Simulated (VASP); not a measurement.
## Si3N4: single point with PBE

The system is Si3N4.

```
CELL_PARAMETERS angstrom
0.00000 3.83825 3.83825
3.83825 0.00000 3.83825
3.83825 3.83825 0.00000
ATOMIC_POSITIONS crystal
Si 0.12500 0.12500 0.12500
Si 0.62500 0.12500 0.12500
Si 0.12500 0.12500 0.62500
Si 0.12500 0.62500 0.12500
Si 0.50000 0.50000 0.50000
Si 0.75000 0.75000 0.75000
N 0.88222 0.88222 0.88222
N 0.89666 0.36778 0.36778
N 0.88222 0.88222 0.35334
N 0.36778 0.89666 0.36778
N 0.35334 0.88222 0.88222
N 0.36778 0.36778 0.36778
N 0.88222 0.35334 0.88222
N 0.36778 0.36778 0.89666
```

| Property | Result |
| --- | --- |
| Program | VASP 6.6.1 |
| Task | single point |
| Functional | PBE |
| Potentials or basis | VASP PAW PBE potentials, release 64 (Si, N) |
| Cutoff | 520 eV |
| k mesh | 6 × 6 × 6 |
| Occupations | fermi-dirac, width 0.02 eV |
| Spin | no spin polarisation |

| Property | Result |
| --- | --- |
| Pressure | 13.8 GPa |
| Largest force | 0.008 eV/Å |
| Band gap on the k mesh | 3.51 eV, indirect (least direct gap 3.53 eV) |

Forces on the atoms (eV/Å):
```
Si   0.000  0.000  0.000
Si   0.000  0.000  0.000
Si   0.000  0.000  0.000
Si   0.000  0.000  0.000
Si   0.000  0.000  0.000
Si   0.000  0.000  0.000
N   -0.005 -0.005 -0.005
N    0.005 -0.005 -0.005
N    0.005  0.005 -0.005
N   -0.005  0.005 -0.005
N   -0.005  0.005  0.005
N    0.005  0.005  0.005
N    0.005 -0.005  0.005
N   -0.005 -0.005  0.005
```

Levels at points of the mesh, in eV from the valence-band top:
```
           k point  band 28  band 29  band 30  band 31  band 32  band 33  band 34  band 35  band 36  band 37
(0.00, 0.00, 0.00)    -0.19    -0.19    -0.03    -0.03    -0.03     3.51     3.51     3.51     5.16     6.54
(0.50, 0.00, 0.00)    -0.88    -0.48    -0.48    -0.37    -0.37     5.11     5.90     5.90     6.60     7.04
(0.50, 0.50, 0.00)    -1.73    -1.15    -1.15    -0.48    -0.48     6.85     6.85     7.16     7.16     8.11
```

Wall time 87 s on 1 thread of Intel(R) Xeon(R) Platinum 8259CL CPU @ 2.50GHz (Skylake/Cascade Lake), on a shared host, peak memory 0.25 GiB.

A k mesh can miss the band edges.
